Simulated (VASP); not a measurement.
# AgI (P6_3mc) in VASP: notebook

Aim: see how the results for AgI move with the level of theory and the settings. Levels: r2SCAN, HSE06. Tasks: single point.

Program: VASP 6.6.1. These are calculated values, not measurements. Logs are shortened: lines on timing, memory, paths and dates and some standing lists are left out, and cuts for length are marked.

**1. The cell of the first run**

It takes space group P6_3mc (No. 186, hexagonal). Conventional cell: a = 4.790 Å, b = 4.790 Å, c = 7.827 Å, α = 90.00°, β = 90.00°, γ = 120.00°. Within 3.9 Å of Ag (site symmetry 3m) lie 4 I at 2.93 to 2.94 Å. I (site symmetry 3m) has 4 Ag at 2.93 to 2.94 Å within 3.9 Å.

**2. Single point, r2SCAN (strain +3.0%)**

The input, POSCAR:

```
AgI
1.0
    4.7903979095      0.0000000000      0.0000000000
   -2.3951989548      4.1486062839      0.0000000000
    0.0000000000      0.0000000000      7.8272756102
Ag I
2 2
Direct
    0.3333333333      0.6666666667      0.0000048562
    0.6666666667      0.3333333333      0.5000048562
    0.3333333333      0.6666666667      0.3749951438
    0.6666666667      0.3333333333      0.8749951438
```

The input, INCAR.step1:

```
SYSTEM = AgI
PREC = Accurate
ENCUT = 550
ISMEAR = 0
SIGMA = 0.01
LREAL = .FALSE.
LASPH = .TRUE.
NELM = 120
NBANDS = 26
GGA = PE
ALGO = Normal
EDIFF = 1E-5
LWAVE = .TRUE.
LCHARG = .FALSE.
GGA_COMPAT = .FALSE.
```

The input, INCAR.step2:

```
SYSTEM = AgI
PREC = Accurate
ENCUT = 550
EDIFF = 1E-6
ISMEAR = 0
SIGMA = 0.01
LREAL = .FALSE.
LASPH = .TRUE.
NELM = 120
ALGO = Normal
ISIF = 2
LWAVE = .FALSE.
LCHARG = .FALSE.
METAGGA = R2SCAN
LMIXTAU = .TRUE.
NBANDS = 26
ISTART = 1
GGA_COMPAT = .FALSE.
```

The input, KPOINTS:

```
Automatic mesh
0
G
  6 6 4
  0 0 0
```

Potentials or basis: VASP PAW PBE potentials, release 64 (Ag, I).

Run with:

```
cat potpaw_PBE.64/Ag/POTCAR potpaw_PBE.64/I/POTCAR > POTCAR
cp INCAR.step1 INCAR
mpirun -np 1 vasp_std > vasp.out
cp INCAR.step2 INCAR
mpirun -np 1 vasp_std > vasp.out
```

OUTCAR:

```text
SYSTEM = AgI
   PREC = Accurate
   ENCUT = 550
   EDIFF = 1E-6
   ISMEAR = 0
   LREAL = .FALSE.
   LASPH = .TRUE.
   NELM = 120
   ISIF = 2
   METAGGA = R2SCAN
   ISTART = 1

 ion  position               nearest neighbor table
   1  0.333  0.667  0.000-   4 2.93   4 2.93   4 2.93   3 2.94
   2  0.667  0.333  0.500-   3 2.93   3 2.93   3 2.93   4 2.94
   3  0.333  0.667  0.375-   2 2.93   2 2.93   2 2.93   1 2.94
   4  0.667  0.333  0.875-   1 2.93   1 2.93   1 2.93   2 2.94

  LATTYP: Found a hexagonal cell.
 ALAT       =     4.7903979095
 C/A-ratio  =     1.6339510325

  Lattice vectors:

 A1 = (   4.7903979095,   0.0000000000,   0.0000000000)
 A2 = (  -2.3951989548,   4.1486062839,   0.0000000000)
 A3 = (   0.0000000000,   0.0000000000,   7.8272756102)

Analysis of symmetry for initial positions (statically):
=====================================================================
 Subroutine PRICEL returns:
 Original cell was already a primitive cell.

 Routine SETGRP: Setting up the symmetry group for a
 hexagonal supercell.

 Subroutine GETGRP returns: Found 12 space group operations
 (whereof  6 operations were pure point group operations)
 out of a pool of 24 trial point group operations.

The static configuration has the point symmetry C_3v.
 The point group associated with its full space group is C_6v.

Analysis of symmetry for dynamics (positions and initial velocities):
=====================================================================
 Subroutine PRICEL returns:
 Original cell was already a primitive cell.

 Routine SETGRP: Setting up the symmetry group for a
 hexagonal supercell.

 Subroutine GETGRP returns: Found 12 space group operations
 (whereof  6 operations were pure point group operations)
 out of a pool of 24 trial point group operations.

The dynamic configuration has the point symmetry C_3v.
 The point group associated with its full space group is C_6v.

 Subroutine INISYM returns: Found 12 space group operations
 (whereof  6 operations are pure point group operations),
 and found     1 'primitive' translations

----------------------------------------------------------------------------------------

                                     Primitive cell

  volume of cell :     155.5552

  direct lattice vectors                    reciprocal lattice vectors
     4.790397910  0.000000000  0.000000000     0.208750926  0.120522403  0.000000000
    -2.395198955  4.148606284  0.000000000     0.000000000  0.241044807  0.000000000
     0.000000000  0.000000000  7.827275610     0.000000000  0.000000000  0.127758373

  length of vectors
     4.790397910  4.790397910  7.827275610     0.241044807  0.241044807  0.127758373

  position of ions in fractional coordinates (direct lattice)
     0.333333333  0.666666667  0.000004856
     0.666666667  0.333333333  0.500004856
     0.333333333  0.666666667  0.374995144
     0.666666667  0.333333333  0.874995144

  ion indices of the primitive-cell ions
   primitive index   ion index
                 1           1
                 2           2
                 3           3
                 4           4

----------------------------------------------------------------------------------------

 KPOINTS: Automatic mesh

Automatic generation of k-mesh.
 Grid dimensions read from file:
 generate k-points for:    6    6    4

 Generating k-lattice:

  Cartesian coordinates                     Fractional coordinates (reciprocal lattice)
     0.034791821  0.020087067  0.000000000     0.166666667  0.000000000  0.000000000
     0.000000000  0.040174134  0.000000000     0.000000000  0.166666667  0.000000000
     0.000000000  0.000000000  0.031939593     0.000000000  0.000000000  0.250000000

  Length of vectors
     0.040174134  0.040174134  0.031939593

  Shift w.r.t. Gamma in fractional coordinates (k-lattice)
     0.000000000  0.000000000  0.000000000

 Subroutine IBZKPT returns following result:
 ===========================================

 Found     21 irreducible k-points:

 Following reciprocal coordinates:
            Coordinates               Weight
  0.000000  0.000000  0.000000      1.000000
  0.166667  0.000000  0.000000      6.000000
  0.333333  0.000000  0.000000      6.000000
  0.500000  0.000000  0.000000      3.000000
  0.166667  0.166667  0.000000      6.000000
  0.333333  0.166667  0.000000     12.000000
[... 13 lines left out ...]
  0.333333  0.166667  0.500000     12.000000
  0.333333  0.333333  0.500000      2.000000
   k-points           NKPTS =     21   k-points in BZ     NKDIM =     21   number of bands    NBANDS=     26
   number of dos      NEDOS =    301   number of ions     NIONS =      4
   total plane-waves  NPLWV =  96000
   dimension x,y,z NGX =    40 NGY =   40 NGZ =   60
   dimension x,y,z NGXF=    80 NGYF=   80 NGZF=  120
   ions per type =               2   2
   NGX,Y,Z   is equivalent  to a cutoff of  13.88, 13.88, 12.74 a.u.
   NGXF,Y,Z  is equivalent  to a cutoff of  27.76, 27.76, 25.49 a.u.
 SYSTEM =  AgI
   PREC   = accura    normal or accurate (medium, high low for compatibility)
   ISTART =      1    job   : 0-new  1-cont  2-samecut
   ICHARG =      0    charge: 1-file 2-atom 10-const
   ISPIN  =      1    spin polarized calculation?
   LNONCOLLINEAR =      F non collinear calculations
   LSORBIT =      F    spin-orbit coupling
   LASPH  =      T    aspherical Exc in radial PAW
   ENCUT  =  550.0 eV  40.42 Ry    6.36 a.u.   9.16  9.16 14.97*2*pi/ulx,y,z
   NELM   =    120;   NELMIN=  2; NELMDL=  0     # of ELM steps
   EDIFF  = 0.1E-05   stopping-criterion for ELM
   LREAL  =      F    real-space projection
   EDIFFG = 0.1E-04   stopping-criterion for IOM
   NSW    =      0    number of steps for IOM
   IBRION =     -1    ionic relax: 0-MD 1-quasi-New 2-CG
   NFREE  =      0    steps in history (QN), initial steepest desc. (CG)
   ISIF   =      2    stress and relaxation
   ISYM   =      2    0-nonsym 1-usesym 2-fastsym
   POTIM  = 0.5000    time-step for ionic-motion
   TEBEG  =    0.0;   TEEND  =   0.0 temperature during run
   PSTRESS=    0.0 pullay stress
   NELECT =      36.0000    total number of electrons
   NUPDOWN=      -1.0000    fix difference up-down
   EMIN   =  10.00;   EMAX   =-10.00  energy-range for DOS
   EFERMI =   0.00;   METHOD = LEGACY
   ISMEAR =     0;   SIGMA  =   0.01  broadening in eV -4-tet -1-fermi 0-gaus
   EFERMI_NEDOS =   21; number of points for ismear=-14 and -15
   IALGO  =     38    algorithm
   IMIX   =      4    mixing-type and parameters
     AMIX     =   0.40;   BMIX     =  1.00
     AMIX_MAG =   1.60;   BMIX_MAG =  1.00
  volume/ion in A,a.u.               =      38.89       262.43
  Fermi-wavevector in a.u.,A,eV,Ry     =   1.005111  1.899385 13.745270  1.010249
  Thomas-Fermi vector in A             =   2.137770
   LORBIT       =      0    0 simple, 1 ext, 2 COOP (PROOUT), +10 PAW based schemes
   METAGGA = R2SCAN    functional components
   LHFCALC =     F    Hartree Fock is set to
   AEXX    =    0.0000 exact exchange contribution
   IVDW    =     0    specifies the selected vdW correction
   LEPSILON=     F    determine dielectric tensor
   LRPA    =     F    only Hartree local field effects (RPA)
 non-spin polarized calculation
 Gauss-broadening in eV      SIGMA  =   0.01
  energy-cutoff  :      550.00
  volume of cell :      155.56
 maximum number of plane-waves:      4578
 NGX is ok and might be reduce to    40
   NGX = 19   NGY = 19   NGZ = 29

 number of electron      36.0000009 magnetization

 Free energy of the ion-electron system (eV)
  ---------------------------------------------------
  ext. energy  EPLUGINS =         0.00000000
  ---------------------------------------------------
  free energy    TOTEN  =       -92.95500530 eV

  energy without entropy =      -92.95500530  energy(sigma->0) =      -92.95500530

 E-fermi :   1.6048     XC(G=0):  -8.3305

 val. band max:        1.5318931990   @ k =   0.0000   0.0000   0.0000
 cond. band min:       3.3638410641   @ k =   0.0000   0.0000   0.0000
 fundamental gap:      1.8319478651
 Fermi energy:         1.6048223854

 k-point     1 :       0.0000    0.0000    0.0000
  band No.  band energies     occupation
      1     -10.9990      2.00000
      2     -10.7878      2.00000
      3      -2.0584      2.00000
      4      -2.0577      2.00000
      5      -2.0577      2.00000
      6      -1.9300      2.00000
[... 18 lines left out ...]
     25       8.7860      0.00000
     26       8.9176      0.00000

 k-point     2 :       0.1667    0.0000    0.0000
  band No.  band energies     occupation
      1     -10.9532      2.00000
      2     -10.7658      2.00000
      3      -2.0871      2.00000
      4      -2.0225      2.00000
      5      -2.0191      2.00000
      6      -1.9272      2.00000
[... 18 lines left out ...]
     25       8.6805      0.00000
     26       9.2509      0.00000

 k-point     3 :       0.3333    0.0000    0.0000
  band No.  band energies     occupation
      1     -10.8520      2.00000
      2     -10.7284      2.00000
      3      -2.1189      2.00000
      4      -1.9927      2.00000
      5      -1.9455      2.00000
      6      -1.8290      2.00000
[... 18 lines left out ...]
     25       9.3334      0.00000
     26       9.7297      0.00000

 k-point     4 :       0.5000    0.0000    0.0000
  band No.  band energies     occupation
      1     -10.7896      2.00000
      2     -10.7198      2.00000
      3      -2.1081      2.00000
      4      -1.9658      2.00000
      5      -1.9116      2.00000
      6      -1.7320      2.00000
[... 18 lines left out ...]
     25       9.3217      0.00000
     26      10.9493      0.00000

 k-point     5 :       0.1667    0.1667    0.0000
  band No.  band energies     occupation
      1     -10.8792      2.00000
      2     -10.7364      2.00000
      3      -2.0696      2.00000
      4      -2.0190      2.00000
      5      -1.9660      2.00000
      6      -1.8777      2.00000
[... 18 lines left out ...]
     25       9.2692      0.00000
     26       9.5390      0.00000

 k-point     6 :       0.3333    0.1667    0.0000
  band No.  band energies     occupation
      1     -10.7906      2.00000
      2     -10.7193      2.00000
      3      -2.0563      2.00000
      4      -1.9345      2.00000
      5      -1.8902      2.00000
      6      -1.7757      2.00000
[... 340 lines left out ...]
 k-point    18 :       0.5000    0.0000    0.5000
  band No.  band energies     occupation
      1     -10.7538      2.00000
      2     -10.7538      2.00000
      3      -2.1589      2.00000
      4      -2.1589      2.00000
      5      -1.7983      2.00000
      6      -1.7983      2.00000
[... 18 lines left out ...]
     25       9.4642      0.00000
     26       9.4642      0.00000

 k-point    19 :       0.1667    0.1667    0.5000
  band No.  band energies     occupation
      1     -10.8079      2.00000
      2     -10.8079      2.00000
      3      -2.1206      2.00000
      4      -2.1206      2.00000
      5      -1.9179      2.00000
      6      -1.9179      2.00000
[... 18 lines left out ...]
     25       9.1171      0.00000
     26       9.1171      0.00000

 k-point    20 :       0.3333    0.1667    0.5000
  band No.  band energies     occupation
      1     -10.7540      2.00000
      2     -10.7540      2.00000
      3      -2.0941      2.00000
      4      -2.0941      2.00000
      5      -1.8478      2.00000
      6      -1.8478      2.00000
[... 18 lines left out ...]
     25       9.4608      0.00000
     26       9.4608      0.00000

 k-point    21 :       0.3333    0.3333    0.5000
  band No.  band energies     occupation
      1     -10.7359      2.00000
      2     -10.7359      2.00000
      3      -1.9927      2.00000
      4      -1.9927      2.00000
      5      -1.8930      2.00000
      6      -1.8930      2.00000
[... 18 lines left out ...]
     25      10.1404      0.00000
     26      10.1405      0.00000

------------------------ aborting loop because EDIFF is reached ----------------------------------------

  FORCE on cell =-STRESS in cart. coord.  units (eV):
  Direction    XX          YY          ZZ          XY          YZ          ZX
  --------------------------------------------------------------------------------------
  -------------------------------------------------------------------------------------
  Total       -2.0570781     -2.0570781     -2.0875817      0.0000000      0.0000000      0.0000000
  in kB      -21.1873642    -21.1873642    -21.5015427      0.0000000      0.0000000      0.0000000
  external PRESSURE =     -21.2920904 kB  Pullay stress =       0.0000000 kB

 VOLUME and BASIS-vectors are now :
 -----------------------------------------------------------------------------
  energy-cutoff  :      550.00
  volume of cell :      155.56
      direct lattice vectors                 reciprocal lattice vectors
     4.790397910  0.000000000  0.000000000     0.208750926  0.120522403  0.000000000
    -2.395198955  4.148606284  0.000000000     0.000000000  0.241044807  0.000000000
     0.000000000  0.000000000  7.827275610     0.000000000  0.000000000  0.127758373

 POSITION                                       TOTAL-FORCE (eV/Angst)
 -----------------------------------------------------------------------------------
     -0.00000      2.76574      0.00004        -0.000000      0.000000     -0.004725
      2.39520      1.38287      3.91368         0.000000      0.000000     -0.004725
     -0.00000      2.76574      2.93519        -0.000000      0.000000      0.004725
      2.39520      1.38287      6.84883        -0.000000      0.000000      0.004725
 -----------------------------------------------------------------------------------
    total drift:                               -0.000000      0.000000      0.002463

  FREE ENERGIE OF THE ION-ELECTRON SYSTEM (eV)
  ---------------------------------------------------
  free  energy   TOTEN  =       -92.9550052955 eV

  energy  without entropy=      -92.9550052955  energy(sigma->0) =      -92.95500530
```

Run time: 3.6 min. Hardware: 1 thread of Intel Xeon 6975P-C (Granite Rapids), shared host; peak memory 0.37 GiB.

What came out:

| Item | Value |
| --- | --- |
| Free energy | -92.9550 eV |
| Pressure | -2.1 GPa |
| Largest force | 0.005 eV/Å |
| Band gap on the k mesh | 1.83 eV |

Forces on the atoms (eV/Å):
```
Ag   0.000  0.000 -0.005
Ag   0.000  0.000 -0.005
I    0.000  0.000  0.005
I    0.000  0.000  0.005
```

Levels at points of the mesh, in eV from the valence-band top:
```
           k point  band 16  band 17  band 18  band 19  band 20  band 21
(0.00, 0.00, 0.00)    -0.05     0.00     0.00     1.83     3.15     6.43
(0.50, 0.00, 0.00)    -1.43    -0.81    -0.57     3.72     4.07     5.28
(0.00, 0.00, 0.50)    -0.29    -0.29    -0.29     3.05     3.05     6.05
(0.50, 0.00, 0.50)    -0.99    -0.99    -0.99     3.74     3.74     5.38
```

Caveat: the cell differs from its parent crystal (strain +3.0%); the PAW data sets were made with another functional, which shifts forces and pressure a little; spin-orbit coupling is left out, which moves the levels of the heavy elements.

**3. Single point, HSE06 (strain +3.0%)**

POSCAR is that of step 2.

The input, INCAR.step1:

```
PREC = Accurate ; ENCUT = 400
EDIFF = 1E-5 ; ISMEAR = 0
SIGMA = 0.01 ; LREAL = F
LASPH = T ; NELM = 120
ALGO = Normal ; ISIF = 2
LWAVE = T ; LCHARG = F
NBANDS = 26 ; GGA = PE
GGA_COMPAT = F ; KPAR = 4
```

The input, INCAR.step2:

```
PREC = Accurate ; ENCUT = 400
EDIFF = 1E-6 ; ISMEAR = 0
SIGMA = 0.01 ; LREAL = F
LASPH = T ; NELM = 120
ALGO = Normal ; ISIF = 2
LWAVE = F ; LCHARG = F
GGA = PE ; LHFCALC = T
HFSCREEN = 0.2079 ; PRECFOCK = Normal
NBANDS = 26 ; ISTART = 1
GGA_COMPAT = F ; KPAR = 4
```

The input, KPOINTS:

```
Automatic mesh
0
Gamma
  6 6 2
```

Potentials or basis: VASP PAW PBE potentials, release 64 (Ag, I).

Run with:

```
cat potpaw_PBE.64/Ag/POTCAR potpaw_PBE.64/I/POTCAR > POTCAR
cp INCAR.step1 INCAR
mpirun -np 4 vasp_std > vasp.out
cp INCAR.step2 INCAR
mpirun -np 4 vasp_std > vasp.out
```

Wall time 22 min (4 MPI ranks of Intel Xeon Platinum 8259CL at 2.50GHz (Skylake/Cascade Lake), shared host); peak memory 0.37 GiB.

It converged, with:

```yaml
Free_energy: -11.4156 eV
Pressure: -1.7 GPa
Largest_force: 0.004 eV/Å
Band_gap_on_the_k_mesh: 2.52 eV
```

Forces on the atoms (eV/Å):
```
Ag   0.000  0.000 -0.004
Ag   0.000  0.000 -0.004
I    0.000  0.000  0.004
I    0.000  0.000  0.004
```

Levels at points of the mesh, in eV from the valence-band top:
```
           k point  band 14  band 15  band 16  band 17  band 18  band 19  band 20  band 21  band 22  band 23
(0.00, 0.00, 0.00)    -0.59    -0.59    -0.05     0.00     0.00     2.52     3.89     7.13     7.13     7.29
(0.50, 0.00, 0.00)    -2.45    -1.92    -1.50    -0.86    -0.59     4.49     4.86     6.03     6.92     7.55
(0.00, 0.00, 0.50)    -1.56    -0.30    -0.30    -0.30    -0.30     3.78     3.78     6.80     6.80     7.40
(0.50, 0.00, 0.50)    -2.76    -1.04    -1.04    -1.04    -1.04     4.49     4.49     6.13     6.13     8.36
```

Caveat: the cell differs from its parent crystal (strain +3.0%); the PAW data sets were made with another functional, which shifts forces and pressure a little; spin-orbit coupling is left out, which moves the levels of the heavy elements.

[end of part 1 of 2]
